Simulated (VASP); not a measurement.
# HoZn2O (P4/mmm) in VASP: relaxation of cell and atoms with PBE

Aim: the relaxation of cell and atoms of HoZn2O with PBE.

All numbers are computed with VASP 6.6.1; they aren't measurements. Logs are shortened: lines on timing, memory, paths and dates and some standing lists are left out, and cuts for length are marked.

### 1 The cell of the first run

It takes space group P4/mmm (No. 123, tetragonal). Conventional cell: a = 3.334 Å, b = 3.334 Å, c = 6.309 Å, α = 90.00°, β = 90.00°, γ = 90.00°. Ho (site symmetry 4/mmm) has 4 O at 2.36 Å within 3.1 Å. Within 3.1 Å of Zn (site symmetry mmm) lie 4 Zn at 2.36 Å. Within 3.1 Å of O (site symmetry 4/mmm) lie 4 Ho at 2.36 Å.

The cell was generated, and may not be a known phase.

### 2 Relaxation of cell and atoms, PBE

Input file INCAR:

```
SYSTEM = HoZn2O
ALGO     = Normal         ! electronic algorithm
EDIFF    = 1E-7           ! SCF threshold, eV
EDIFFG   = -0.01          ! ionic threshold
ENCUT    = 600            ! plane-wave cutoff, eV
GGA      = PE             ! functional
GGA_COMPAT= .False.      
IBRION   = 2              ! ionic algorithm
ISIF     = 3              ! what is computed and relaxed
ISMEAR   = 0              ! smearing method
LASPH    = .True.         ! aspherical terms in the spheres
LCHARG   = .False.        ! write CHGCAR
LMAXMIX  = 6              ! l up to which the mixer works
LREAL    = .False.        ! projectors in reciprocal space
LWAVE    = .False.        ! write WAVECAR
NELM     = 200            ! most SCF steps
NELMIN   = 4            
NSW      = 100            ! ionic steps
PREC     = Accurate       ! precision mode
SIGMA    = 0.1            ! smearing width, eV
```

Input file KPOINTS:

```
k-points
0
Gamma
  14 14 8
  0 0 0
```

Input file POSCAR:

```
HoZn2O
1.0
    3.3338549528      0.0000000000      0.0000000000
    0.0000000000      3.3338549528      0.0000000000
    0.0000000000      0.0000000000      6.3086734568
Ho Zn O
1 2 1
Direct
    0.5000000000      0.5000000000      0.0000000000
    0.0000000000      0.5000000000      0.5000000000
    0.5000000000      0.0000000000      0.5000000000
    0.0000000000      0.0000000000      0.0000000000
```

Potentials or basis: VASP PAW PBE potentials, release 64 (Ho_3, Zn, O), 4f in core.

On the command line:

```console
> cat potpaw_PBE.64/Ho_3/POTCAR potpaw_PBE.64/Zn/POTCAR potpaw_PBE.64/O/POTCAR > POTCAR
> mpirun -np 1 vasp_std > vasp.out
```

OUTCAR:

```text
SYSTEM = HoZn2O
   EDIFF = 1E-7
   EDIFFG = -0.01
   ENCUT = 600
   GGA = PE
   IBRION = 2
   ISIF = 3
   ISMEAR = 0
   LASPH = .True.
   LREAL = .False.
   NELM = 200
   NELMIN = 4
   NSW = 100
   PREC = Accurate

 ion  position               nearest neighbor table
   1  0.500  0.500  0.000-   4 2.36   4 2.36   4 2.36   4 2.36
   2  0.000  0.500  0.500-   3 2.36   3 2.36   3 2.36   3 2.36
   3  0.500  0.000  0.500-   2 2.36   2 2.36   2 2.36   2 2.36
   4  0.000  0.000  0.000-   1 2.36   1 2.36   1 2.36   1 2.36

  LATTYP: Found a simple tetragonal cell.
 ALAT       =     3.3338549528
 C/A-ratio  =     1.8923059180

  Lattice vectors:

 A1 = (   3.3338549528,   0.0000000000,   0.0000000000)
 A2 = (   0.0000000000,   3.3338549528,   0.0000000000)
 A3 = (   0.0000000000,   0.0000000000,   6.3086734568)

Analysis of symmetry for initial positions (statically):
=====================================================================
 Subroutine PRICEL returns:
 Original cell was already a primitive cell.

 Routine SETGRP: Setting up the symmetry group for a
 simple tetragonal supercell.

 Subroutine GETGRP returns: Found 16 space group operations
 (whereof 16 operations were pure point group operations)
 out of a pool of 16 trial point group operations.

The static configuration has the point symmetry D_4h.

Analysis of symmetry for dynamics (positions and initial velocities):
=====================================================================
 Subroutine PRICEL returns:
 Original cell was already a primitive cell.

 Routine SETGRP: Setting up the symmetry group for a
 simple tetragonal supercell.

 Subroutine GETGRP returns: Found 16 space group operations
 (whereof 16 operations were pure point group operations)
 out of a pool of 16 trial point group operations.

The dynamic configuration has the point symmetry D_4h.

 Subroutine INISYM returns: Found 16 space group operations
 (whereof 16 operations are pure point group operations),
 and found     1 'primitive' translations

----------------------------------------------------------------------------------------

                                     Primitive cell

  volume of cell :      70.1183

  direct lattice vectors                    reciprocal lattice vectors
     3.333854953  0.000000000  0.000000000     0.299953062  0.000000000  0.000000000
     0.000000000  3.333854953  0.000000000     0.000000000  0.299953062  0.000000000
     0.000000000  0.000000000  6.308673457     0.000000000  0.000000000  0.158511929

  length of vectors
     3.333854953  3.333854953  6.308673457     0.299953062  0.299953062  0.158511929

  position of ions in fractional coordinates (direct lattice)
     0.500000000  0.500000000  0.000000000
     0.000000000  0.500000000  0.500000000
     0.500000000  0.000000000  0.500000000
     0.000000000  0.000000000  0.000000000

  ion indices of the primitive-cell ions
   primitive index   ion index
                 1           1
                 2           2
                 3           3
                 4           4

----------------------------------------------------------------------------------------

 KPOINTS: k-points

Automatic generation of k-mesh.
 Grid dimensions read from file:
 generate k-points for:   14   14    8

 Generating k-lattice:

  Cartesian coordinates                     Fractional coordinates (reciprocal lattice)
     0.021425219  0.000000000  0.000000000     0.071428571  0.000000000  0.000000000
     0.000000000  0.021425219  0.000000000     0.000000000  0.071428571  0.000000000
     0.000000000  0.000000000  0.019813991     0.000000000  0.000000000  0.125000000

  Length of vectors
     0.021425219  0.021425219  0.019813991

  Shift w.r.t. Gamma in fractional coordinates (k-lattice)
     0.000000000  0.000000000  0.000000000

 Subroutine IBZKPT returns following result:
 ===========================================

 Found    180 irreducible k-points:

 Following reciprocal coordinates:
            Coordinates               Weight
  0.000000  0.000000  0.000000      1.000000
  0.071429  0.000000  0.000000      4.000000
  0.142857  0.000000  0.000000      4.000000
  0.214286  0.000000  0.000000      4.000000
  0.285714  0.000000  0.000000      4.000000
  0.357143  0.000000  0.000000      4.000000
[... 16 lines left out ...]
  0.285714  0.214286  0.000000      8.000000
  0.357143  0.214286  0.000000      8.000000
 [... further k-points ...]
   k-points           NKPTS =    180   k-points in BZ     NKDIM =    180   number of bands    NBANDS=     23
   number of dos      NEDOS =    301   number of ions     NIONS =      4
   total plane-waves  NPLWV =  39200
   dimension x,y,z NGX =    28 NGY =   28 NGZ =   50
   dimension x,y,z NGXF=    56 NGYF=   56 NGZF=  100
   ions per type =               1   2   1
   NGX,Y,Z   is equivalent  to a cutoff of  13.96, 13.96, 13.18 a.u.
   NGXF,Y,Z  is equivalent  to a cutoff of  27.92, 27.92, 26.35 a.u.
 SYSTEM =  HoZn2O
   PREC   = accura    normal or accurate (medium, high low for compatibility)
   ISTART =      0    job   : 0-new  1-cont  2-samecut
   ICHARG =      2    charge: 1-file 2-atom 10-const
   ISPIN  =      1    spin polarized calculation?
   LNONCOLLINEAR =      F non collinear calculations
   LSORBIT =      F    spin-orbit coupling
   LASPH  =      T    aspherical Exc in radial PAW
   ENCUT  =  600.0 eV  44.10 Ry    6.64 a.u.   6.66  6.66 12.60*2*pi/ulx,y,z
   NELM   =    200;   NELMIN=  4; NELMDL= -5     # of ELM steps
   EDIFF  = 0.1E-06   stopping-criterion for ELM
   LREAL  =      F    real-space projection
   EDIFFG = -.1E-01   stopping-criterion for IOM
   NSW    =    100    number of steps for IOM
   IBRION =      2    ionic relax: 0-MD 1-quasi-New 2-CG
   NFREE  =      1    steps in history (QN), initial steepest desc. (CG)
   ISIF   =      3    stress and relaxation
   ISYM   =      2    0-nonsym 1-usesym 2-fastsym
   POTIM  = 0.5000    time-step for ionic-motion
   TEBEG  =    0.0;   TEEND  =   0.0 temperature during run
   PSTRESS=    0.0 pullay stress
   NELECT =      39.0000    total number of electrons
   NUPDOWN=      -1.0000    fix difference up-down
   EMIN   =  10.00;   EMAX   =-10.00  energy-range for DOS
   EFERMI =   0.00;   METHOD = LEGACY
   ISMEAR =     0;   SIGMA  =   0.10  broadening in eV -4-tet -1-fermi 0-gaus
   EFERMI_NEDOS =   21; number of points for ismear=-14 and -15
   IALGO  =     38    algorithm
   IMIX   =      4    mixing-type and parameters
     AMIX     =   0.40;   BMIX     =  1.00
     AMIX_MAG =   1.60;   BMIX_MAG =  1.00
  volume/ion in A,a.u.               =      17.53       118.30
  Fermi-wavevector in a.u.,A,eV,Ry     =   1.346333  2.544201 24.662098  1.812613
  Thomas-Fermi vector in A             =   2.474174
   LORBIT       =      0    0 simple, 1 ext, 2 COOP (PROOUT), +10 PAW based schemes
   GGA     = PE    functional components
   LHFCALC =     F    Hartree Fock is set to
   AEXX    =    0.0000 exact exchange contribution
   IVDW    =     0    specifies the selected vdW correction
   LEPSILON=     F    determine dielectric tensor
   LRPA    =     F    only Hartree local field effects (RPA)
 conjugate gradient relaxation of ions
 non-spin polarized calculation
 Gauss-broadening in eV      SIGMA  =   0.10
  energy-cutoff  :      600.00
  volume of cell :       70.12
 maximum number of plane-waves:      2369
 NGX is ok and might be reduce to    28
   NGX = 13   NGY = 13   NGZ = 25

--------------------------------------- Ionic step        1  -------------------------------------------

 number of electron      39.0000010 magnetization

 Free energy of the ion-electron system (eV)
  ---------------------------------------------------
  ext. energy  EPLUGINS =         0.00000000
  ---------------------------------------------------
  free energy    TOTEN  =       -16.31636967 eV

  energy without entropy =      -16.30785999  energy(sigma->0) =      -16.31211483

------------------------ aborting loop because EDIFF is reached ----------------------------------------

  FORCE on cell =-STRESS in cart. coord.  units (eV):
  Direction    XX          YY          ZZ          XY          YZ          ZX
  --------------------------------------------------------------------------------------
  -------------------------------------------------------------------------------------
  Total        0.2023476      0.2023476     -0.0018214      0.0000000      0.0000000     -0.0000000
  in kB        4.6235682      4.6235682     -0.0416191      0.0000000      0.0000000     -0.0000000
  external PRESSURE =       3.0685058 kB  Pullay stress =       0.0000000 kB
[... 61 lines left out ...]
  energy  without entropy=      -16.3080022188  energy(sigma->0) =      -16.31225087

--------------------------------------- Ionic step        3  -------------------------------------------

 number of electron      39.0000005 magnetization

 Free energy of the ion-electron system (eV)
  ---------------------------------------------------
  ext. energy  EPLUGINS =         0.00000000
  ---------------------------------------------------
  free energy    TOTEN  =       -16.31664667 eV

  energy without entropy =      -16.30814459  energy(sigma->0) =      -16.31239563

 E-fermi :   3.1960     XC(G=0): -10.5375

 val. band max:        3.1728724990   @ k =   0.4286   0.3571   0.1250
 cond. band min:       3.1985778552   @ k =   0.2143   0.0000   0.3750
 fundamental gap:      0.0257053562
 Fermi energy:         3.1960241377

 k-point     1 :       0.0000    0.0000    0.0000
  band No.  band energies     occupation
      1     -21.6382      2.00000
      2     -21.2744      2.00000
      3     -21.2744      2.00000
      4     -15.7138      2.00000
      5      -6.2117      2.00000
      6      -5.6295      2.00000
[... 613 lines left out ...]
     22       5.2432      0.00000
     23       6.4685      0.00000

 [... further k-points ...]

------------------------ aborting loop because EDIFF is reached ----------------------------------------

  FORCE on cell =-STRESS in cart. coord.  units (eV):
  Direction    XX          YY          ZZ          XY          YZ          ZX
  --------------------------------------------------------------------------------------
  -------------------------------------------------------------------------------------
  Total       -0.0050871     -0.0050871     -0.0375205      0.0000000      0.0000000     -0.0000000
  in kB       -0.1159122     -0.1159122     -0.8549326      0.0000000      0.0000000     -0.0000000
  external PRESSURE =      -0.3622523 kB  Pullay stress =       0.0000000 kB
[... 19 lines left out ...]
  FREE ENERGIE OF THE ION-ELECTRON SYSTEM (eV)
  ---------------------------------------------------
  free  energy   TOTEN  =       -16.3166466717 eV

  energy  without entropy=      -16.3081445909  energy(sigma->0) =      -16.31239563

 reached required accuracy - stopping structural energy minimisation
```

It took 5.7 min on 1 thread of Intel Xeon 6975P-C (Granite Rapids), shared host; peak memory 0.48 GiB.

What came out:

| Item | Value |
| --- | --- |
| Free energy | -16.3166 eV |
| Relaxed volume | 17.58 Å³/atom |
| Relaxed cell | a = 3.339 Å, b = 3.339 Å, c = 6.309 Å, α = 90.00°, β = 90.00°, γ = 90.00° |
| Space group after relaxing (to 0.1 Å) | P4/mmm (No. 123) |
| Energy gained by relaxing | 0.1 meV/atom |
| Ionic steps | 3 |
| Pressure after relaxing | 0.0 GPa |
| Band gap on the k mesh | zero (an odd number of electrons rules out a gap without spin polarisation) |

The path:
| step | energy change (eV) | largest force (eV/Å) | pressure (GPa) | volume (Å³) |
| --- | --- | --- | --- | --- |
| 1 | 0.0000 | 0.0000 | 0.31 | 70.12 |
| 2 | -0.0001 | 0.0000 | -0.26 | 70.46 |
| 3 | -0.0003 | 0.0000 | -0.04 | 70.31 |

Final structure:
```xyz
4
Lattice="3.3385 0.0000 0.0000 0.0000 3.3385 0.0000 0.0000 0.0000 6.3086" Properties=species:S:1:pos:R:3 pbc="T T T"
Ho    1.6693    1.6693    0.0000
Zn    0.0000    1.6693    3.1543
Zn    1.6693    0.0000    3.1543
O     0.0000    0.0000    0.0000
```

Caveat: the highest band is partly filled, so the run has too few bands; spin-orbit coupling is left out, which moves the levels of the heavy elements; the 4f electrons are frozen in the core, so they carry no moment and show no levels; an odd number of electrons without spin polarisation forces a metal; a magnetic or distorted state may lie lower; the run has no spin polarisation, though such a crystal can be magnetic.

The gap in the log of VASP goes by the Fermi energy; the results here count the filled bands.